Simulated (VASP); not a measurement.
# ZnS (zinc blende type) (F-43m) in VASP: further runs

ZnS (zinc blende type) is run at these levels: PBE, HSE06; tasks: single point.

All numbers are computed with VASP 6.6.1; they aren't measurements. Logs are shortened: lines on timing, memory, paths and dates and some standing lists are left out, and cuts for length are marked.

**1. The cell of the first run**

The structure is cubic, space group F-43m (No. 216). The conventional cell has a = 5.450 Å, b = 5.450 Å, c = 5.450 Å, α = 90.00°, β = 90.00°, γ = 90.00°. Within 3.1 Å of Zn (site symmetry -43m) lie 4 S at 2.36 Å. Within 3.1 Å of S (site symmetry -43m) lie 4 Zn at 2.36 Å.

**2. Single point, PBE**

Contents of INCAR:

```
  ALGO = Normal
  EDIFF = 1E-6
  ENCUT = 520
  GGA = PE
  ISIF = 2
  ISMEAR = -1
  LASPH = T
  LCHARG = F
  LREAL = F
  LWAVE = F
  NBANDS = 16
  NELM = 100
  PREC = Accurate
  SIGMA = 0.02
```

Contents of KPOINTS:

```
k-points
0
Gamma
  6 6 6
```

Contents of POSCAR:

```
ZnS
1.0
    0.0000000000      2.7250000000      2.7250000000
    2.7250000000      0.0000000000      2.7250000000
    2.7250000000      2.7250000000      0.0000000000
Zn S
1 1
Direct
    0.0000000000      0.0000000000      0.0000000000
    0.2500000000      0.2500000000      0.2500000000
```

Potentials or basis: VASP PAW PBE potentials, release 64 (Zn, S).

On the command line:

```
$ cat potpaw_PBE.64/Zn/POTCAR potpaw_PBE.64/S/POTCAR > POTCAR
$ mpirun -np 1 vasp_std > vasp.out
```

OUTCAR:

```text
EDIFF = 1E-6
   ENCUT = 520
   GGA = PE
   ISIF = 2
   ISMEAR = -1
   LASPH = T
   LREAL = F
   NELM = 100
   PREC = Accurate

 ion  position               nearest neighbor table
   1  0.000  0.000  0.000-   2 2.36   2 2.36   2 2.36   2 2.36
   2  0.250  0.250  0.250-   1 2.36   1 2.36   1 2.36   1 2.36

  LATTYP: Found a face centered cubic cell.
 ALAT       =     5.4500000000

  Lattice vectors:

 A1 = (   0.0000000000,   2.7250000000,   2.7250000000)
 A2 = (   2.7250000000,   0.0000000000,   2.7250000000)
 A3 = (   2.7250000000,   2.7250000000,   0.0000000000)

Analysis of symmetry for initial positions (statically):
=====================================================================
 Subroutine PRICEL returns:
 Original cell was already a primitive cell.

 Routine SETGRP: Setting up the symmetry group for a
 face centered cubic supercell.

 Subroutine GETGRP returns: Found 24 space group operations
 (whereof 24 operations were pure point group operations)
 out of a pool of 48 trial point group operations.

The static configuration has the point symmetry T_d .

Analysis of symmetry for dynamics (positions and initial velocities):
=====================================================================
 Subroutine PRICEL returns:
 Original cell was already a primitive cell.

 Routine SETGRP: Setting up the symmetry group for a
 face centered cubic supercell.

 Subroutine GETGRP returns: Found 24 space group operations
 (whereof 24 operations were pure point group operations)
 out of a pool of 48 trial point group operations.

The dynamic configuration has the point symmetry T_d .

 Subroutine INISYM returns: Found 24 space group operations
 (whereof 24 operations are pure point group operations),
 and found     1 'primitive' translations

----------------------------------------------------------------------------------------

                                     Primitive cell

  volume of cell :      40.4697

  direct lattice vectors                    reciprocal lattice vectors
     0.000000000  2.725000000  2.725000000    -0.183486239  0.183486239  0.183486239
     2.725000000  0.000000000  2.725000000     0.183486239 -0.183486239  0.183486239
     2.725000000  2.725000000  0.000000000     0.183486239  0.183486239 -0.183486239

  length of vectors
     3.853731957  3.853731957  3.853731957     0.317807488  0.317807488  0.317807488

  position of ions in fractional coordinates (direct lattice)
     0.000000000  0.000000000  0.000000000
     0.250000000  0.250000000  0.250000000

  ion indices of the primitive-cell ions
   primitive index   ion index
                 1           1
                 2           2

----------------------------------------------------------------------------------------

 KPOINTS: k-points

Automatic generation of k-mesh.
 Grid dimensions read from file:
 generate k-points for:    6    6    6

 Generating k-lattice:

  Cartesian coordinates                     Fractional coordinates (reciprocal lattice)
    -0.030581040  0.030581040  0.030581040     0.166666667  0.000000000  0.000000000
     0.030581040 -0.030581040  0.030581040     0.000000000  0.166666667  0.000000000
     0.030581040  0.030581040 -0.030581040     0.000000000  0.000000000  0.166666667

  Length of vectors
     0.052967915  0.052967915  0.052967915

  Shift w.r.t. Gamma in fractional coordinates (k-lattice)
     0.000000000  0.000000000  0.000000000

 Subroutine IBZKPT returns following result:
 ===========================================

 Found     16 irreducible k-points:

 Following reciprocal coordinates:
            Coordinates               Weight
  0.000000  0.000000  0.000000      1.000000
  0.166667  0.000000  0.000000      8.000000
  0.333333  0.000000  0.000000      8.000000
  0.500000  0.000000  0.000000      4.000000
  0.166667  0.166667  0.000000      6.000000
  0.333333  0.166667  0.000000     24.000000
[... 8 lines left out ...]
 -0.333333  0.333333  0.166667     24.000000
 -0.333333  0.500000  0.166667     12.000000
   k-points           NKPTS =     16   k-points in BZ     NKDIM =     16   number of bands    NBANDS=     16
   number of dos      NEDOS =    301   number of ions     NIONS =      2
   total plane-waves  NPLWV =  27000
   dimension x,y,z NGX =    30 NGY =   30 NGZ =   30
   dimension x,y,z NGXF=    60 NGYF=   60 NGZF=   60
   ions per type =               1   1
   NGX,Y,Z   is equivalent  to a cutoff of  12.94, 12.94, 12.94 a.u.
   NGXF,Y,Z  is equivalent  to a cutoff of  25.88, 25.88, 25.88 a.u.
 SYSTEM =  unknown system
   PREC   = accura    normal or accurate (medium, high low for compatibility)
   ISTART =      0    job   : 0-new  1-cont  2-samecut
   ICHARG =      2    charge: 1-file 2-atom 10-const
   ISPIN  =      1    spin polarized calculation?
   LNONCOLLINEAR =      F non collinear calculations
   LSORBIT =      F    spin-orbit coupling
   LASPH  =      T    aspherical Exc in radial PAW
   ENCUT  =  520.0 eV  38.22 Ry    6.18 a.u.   7.17  7.17  7.17*2*pi/ulx,y,z
   NELM   =    100;   NELMIN=  2; NELMDL= -5     # of ELM steps
   EDIFF  = 0.1E-05   stopping-criterion for ELM
   LREAL  =      F    real-space projection
   EDIFFG = 0.1E-04   stopping-criterion for IOM
   NSW    =      0    number of steps for IOM
   IBRION =     -1    ionic relax: 0-MD 1-quasi-New 2-CG
   NFREE  =      0    steps in history (QN), initial steepest desc. (CG)
   ISIF   =      2    stress and relaxation
   ISYM   =      2    0-nonsym 1-usesym 2-fastsym
   POTIM  = 0.5000    time-step for ionic-motion
   TEBEG  =    0.0;   TEEND  =   0.0 temperature during run
   PSTRESS=    0.0 pullay stress
   NELECT =      18.0000    total number of electrons
   NUPDOWN=      -1.0000    fix difference up-down
   EMIN   =  10.00;   EMAX   =-10.00  energy-range for DOS
   EFERMI =   0.00;   METHOD = LEGACY
   ISMEAR =    -1;   SIGMA  =   0.02  broadening in eV -4-tet -1-fermi 0-gaus
   EFERMI_NEDOS =   21; number of points for ismear=-14 and -15
   IALGO  =     38    algorithm
   IMIX   =      4    mixing-type and parameters
     AMIX     =   0.40;   BMIX     =  1.00
     AMIX_MAG =   1.60;   BMIX_MAG =  1.00
  volume/ion in A,a.u.               =      20.23       136.55
  Fermi-wavevector in a.u.,A,eV,Ry     =   1.249652  2.361500 21.247275  1.561631
  Thomas-Fermi vector in A             =   2.383683
   LORBIT       =      0    0 simple, 1 ext, 2 COOP (PROOUT), +10 PAW based schemes
   GGA     = PE    functional components
   LHFCALC =     F    Hartree Fock is set to
   AEXX    =    0.0000 exact exchange contribution
   IVDW    =     0    specifies the selected vdW correction
   LEPSILON=     F    determine dielectric tensor
   LRPA    =     F    only Hartree local field effects (RPA)
 non-spin polarized calculation
  energy-cutoff  :      520.00
  volume of cell :       40.47
 maximum number of plane-waves:      1113
 NGX is ok and might be reduce to    30
   NGX = 15   NGY = 15   NGZ = 15

 number of electron      18.0000006 magnetization

 Free energy of the ion-electron system (eV)
  ---------------------------------------------------
  ext. energy  EPLUGINS =         0.00000000
  ---------------------------------------------------
  free energy    TOTEN  =        -6.84961924 eV

  energy without entropy =       -6.84961924  energy(sigma->0) =       -6.84961924

 E-fermi :   2.3190     XC(G=0):  -9.5101

 val. band max:        1.8758197605   @ k =   0.0000   0.0000   0.0000
 cond. band min:       3.8779938159   @ k =   0.0000   0.0000   0.0000
 fundamental gap:      2.0021740554
 Fermi energy:         2.3189711533

 k-point     1 :       0.0000    0.0000    0.0000
  band No.  band energies     occupation
      1     -11.0904      2.00000
      2      -4.3680      2.00000
      3      -4.3680      2.00000
      4      -4.3680      2.00000
      5      -3.8998      2.00000
      6      -3.8998      2.00000
[... 8 lines left out ...]
     15      13.6072      0.00000
     16      13.6072      0.00000

 k-point     2 :       0.1667    0.0000    0.0000
  band No.  band energies     occupation
      1     -10.8969      2.00000
      2      -4.3572      2.00000
      3      -4.3346      2.00000
      4      -4.3346      2.00000
      5      -3.9015      2.00000
      6      -3.9015      2.00000
[... 8 lines left out ...]
     15      12.8350      0.00000
     16      14.4757      0.00000

 k-point     3 :       0.3333    0.0000    0.0000
  band No.  band energies     occupation
      1     -10.4602      2.00000
      2      -4.2789      2.00000
      3      -4.2789      2.00000
      4      -4.1956      2.00000
      5      -3.8887      2.00000
      6      -3.8887      2.00000
[... 8 lines left out ...]
     15      13.4228      0.00000
     16      13.6675      0.00000

 k-point     4 :       0.5000    0.0000    0.0000
  band No.  band energies     occupation
      1     -10.2091      2.00000
      2      -4.2590      2.00000
      3      -4.2590      2.00000
      4      -3.8715      2.00000
      5      -3.8715      2.00000
      6      -3.7055      2.00000
[... 8 lines left out ...]
     15      15.2162      0.00000
     16      15.2162      0.00000
[... 172 lines left out ...]
 k-point    14 :       0.5000    0.3333    0.1667
  band No.  band energies     occupation
      1     -10.1581      2.00000
      2      -4.2708      2.00000
      3      -4.1970      2.00000
      4      -4.0821      2.00000
      5      -3.8771      2.00000
      6      -3.8254      2.00000
[... 8 lines left out ...]
     15      15.6954      0.00000
     16      16.3167      0.00000

 k-point    15 :      -0.3333    0.3333    0.1667
  band No.  band energies     occupation
      1      -9.9874      2.00000
      2      -4.2369      2.00000
      3      -4.1584      2.00000
      4      -3.9471      2.00000
      5      -3.9072      2.00000
      6      -3.6020      2.00000
[... 8 lines left out ...]
     15      15.4896      0.00000
     16      16.1760      0.00000

 k-point    16 :      -0.3333    0.5000    0.1667
  band No.  band energies     occupation
      1      -9.9090      2.00000
      2      -4.2695      2.00000
      3      -4.0917      2.00000
      4      -4.0060      2.00000
      5      -3.8775      2.00000
      6      -3.5659      2.00000
[... 8 lines left out ...]
     15      15.6934      0.00000
     16      16.5960      0.00000

------------------------ aborting loop because EDIFF is reached ----------------------------------------

  FORCE on cell =-STRESS in cart. coord.  units (eV):
  Direction    XX          YY          ZZ          XY          YZ          ZX
  --------------------------------------------------------------------------------------
  -------------------------------------------------------------------------------------
  Total       -0.0215358     -0.0215358     -0.0215358      0.0000000     -0.0000000      0.0000000
  in kB       -0.8525930     -0.8525930     -0.8525930      0.0000000     -0.0000000      0.0000000
  external PRESSURE =      -0.8525930 kB  Pullay stress =       0.0000000 kB

 VOLUME and BASIS-vectors are now :
 -----------------------------------------------------------------------------
  energy-cutoff  :      520.00
  volume of cell :       40.47
      direct lattice vectors                 reciprocal lattice vectors
     0.000000000  2.725000000  2.725000000    -0.183486239  0.183486239  0.183486239
     2.725000000  0.000000000  2.725000000     0.183486239 -0.183486239  0.183486239
     2.725000000  2.725000000  0.000000000     0.183486239  0.183486239 -0.183486239

 POSITION                                       TOTAL-FORCE (eV/Angst)
 -----------------------------------------------------------------------------------
      0.00000      0.00000      0.00000         0.000000     -0.000000     -0.000000
      1.36250      1.36250      1.36250        -0.000000      0.000000      0.000000
 -----------------------------------------------------------------------------------
    total drift:                               -0.000000     -0.000000     -0.000000

  FREE ENERGIE OF THE ION-ELECTRON SYSTEM (eV)
  ---------------------------------------------------
  free  energy   TOTEN  =        -6.8496192406 eV

  energy  without entropy=       -6.8496192406  energy(sigma->0) =       -6.84961924
```

Run time: 6.7 s. Hardware: 1 thread of AMD EPYC 9R45 (Zen 5), shared host; peak memory 0.13 GiB.

Results:

| Property | Result |
| --- | --- |
| Free energy | -6.8496 eV |
| Pressure | -0.1 GPa |
| Band gap on the k mesh | 2.00 eV, direct |

Levels at points of the mesh, in eV from the valence-band top:
```tsv
k point	band 5	band 6	band 7	band 8	band 9	band 10	band 11	band 12	band 13	band 14
(0.00, 0.00, 0.00)	-5.78	-5.78	0.00	0.00	0.00	2.00	6.41	6.41	6.41	11.73
(0.50, 0.00, 0.00)	-5.75	-5.58	-5.13	-0.83	-0.83	3.26	6.94	6.94	8.78	12.05
(0.50, 0.50, 0.00)	-5.71	-5.57	-4.46	-2.13	-2.13	3.46	4.07	10.80	11.79	11.79
```

**3. Single point, HSE06**

This run uses another cell than the first one, of 18.62 Å³/atom, 0.920 times its volume.

Contents of POSCAR:

```
ZnS
1.0
    0.0000000000      2.6503045514      2.6503045514
    2.6503045514      0.0000000000      2.6503045514
    2.6503045514      2.6503045514      0.0000000000
Zn S
1 1
Direct
    0.0000000000      0.0000000000      0.0000000000
    0.2500000000      0.2500000000      0.2500000000
```

Contents of INCAR.step1:

```
SYSTEM = ZnS
ALGO = Normal
EDIFF = 1E-5
ENCUT = 520
GGA = PE
ISIF = 2
ISMEAR = -1
LASPH = .TRUE.
LCHARG = .FALSE.
LREAL = .FALSE.
LWAVE = .TRUE.
NBANDS = 16
NELM = 60
PREC = Accurate
SIGMA = 0.05
```

Contents of INCAR.step2:

```
SYSTEM = ZnS
ALGO = Normal
EDIFF = 1E-6
ENCUT = 520
GGA = PE
HFSCREEN = 0.2079
ISIF = 2
ISMEAR = -1
ISTART = 1
LASPH = .TRUE.
LCHARG = .FALSE.
LHFCALC = .TRUE.
LREAL = .FALSE.
LWAVE = .FALSE.
NBANDS = 16
NELM = 60
PREC = Accurate
PRECFOCK = Normal
SIGMA = 0.05
```

Contents of KPOINTS:

```
k-points
0
G
  4 4 4
  0 0 0
```

Potentials or basis: VASP PAW PBE potentials, release 64 (Zn, S).

On the command line:

```
$ cat potpaw_PBE.64/Zn/POTCAR potpaw_PBE.64/S/POTCAR > POTCAR
$ cp INCAR.step1 INCAR
$ mpirun -np 1 vasp_std > vasp.out
$ cp INCAR.step2 INCAR
$ mpirun -np 1 vasp_std > vasp.out
```

It took 4.3 min on 1 thread of AMD EPYC 9R45 (Zen 5), shared host; peak memory 0.23 GiB.

Results (log left out):

| Property | Result |
| --- | --- |
| Free energy | -8.2847 eV |
| Pressure | 6.4 GPa |
| Band gap on the k mesh | 3.62 eV, direct |

Levels at points of the mesh, in eV from the valence-band top:
| k point | band 7 | band 8 | band 9 | band 10 | band 11 | band 12 |
| --- | --- | --- | --- | --- | --- | --- |
| (0.00, 0.00, 0.00) | 0.00 | 0.00 | 0.00 | 3.62 | 7.64 | 7.64 |
| (0.50, 0.00, 0.00) | -6.02 | -1.01 | -1.01 | 4.68 | 8.15 | 8.15 |
| (0.50, 0.50, 0.00) | -5.28 | -2.58 | -2.58 | 4.24 | 5.24 | 13.04 |

Caveat: the k points lie up to 0.51 Å⁻¹ apart; the PAW data sets were made with another functional, which shifts forces and pressure a little.
